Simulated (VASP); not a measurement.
Here is a VASP 6.6.1 calculation.

Contents of INCAR:

```
SYSTEM = TiO2
ALGO = Normal ; EDIFF = 1E-6
ENCUT = 520 ; GGA = PE
ISIF = 2 ; ISMEAR = 0
LASPH = .TRUE. ; LCHARG = .TRUE.
LELF = .TRUE. ; LREAL = .FALSE.
LVHAR = .TRUE. ; LWAVE = .FALSE.
NBANDS = 33 ; NELM = 100
PREC = Accurate ; SIGMA = 0.05
```

KPOINTS

```
k-points
0
G
  10 10 10
  0 0 0
```

The input POSCAR:

```
TiO2
1.0
   -1.8426229311      1.8426229311      4.9939018570
    1.8426229311     -1.8426229311      4.9939018570
    1.8426229311      1.8426229311     -4.9939018570
Ti O
2 4
Direct
    0.0000000000      0.0000000000      0.0000000000
    0.7500000000      0.2500000000      0.5000000000
    0.2065067269      0.2065067269      0.0000000000
    0.9565067269      0.4565067269      0.5000000000
    0.5434932731      0.0434932731      0.5000000000
    0.7934932731      0.7934932731      0.0000000000
```

Potentials or basis: VASP PAW PBE potentials, release 64 (Ti_sv, O).

Run with:

```console
$ cat potpaw_PBE.64/Ti_sv/POTCAR potpaw_PBE.64/O/POTCAR > POTCAR
$ mpirun -np 1 vasp_std > vasp.out
```

What does it give for the largest force?

0.532 eV/Å.

What does it give for the pressure?

8.5 GPa.

What does it give for the band gap on the k mesh?

2.26 eV (least direct gap 2.64 eV).

Stress tensor (GPa, compression positive):
```
12.95  0.00  0.00
 0.00 12.95  0.00
 0.00  0.00 -0.54
```

Caveat: the cell differs from its parent crystal (strain -0.030 along x and y, +0.030 along z); the cell stands under pressure. A k mesh can miss the band edges.
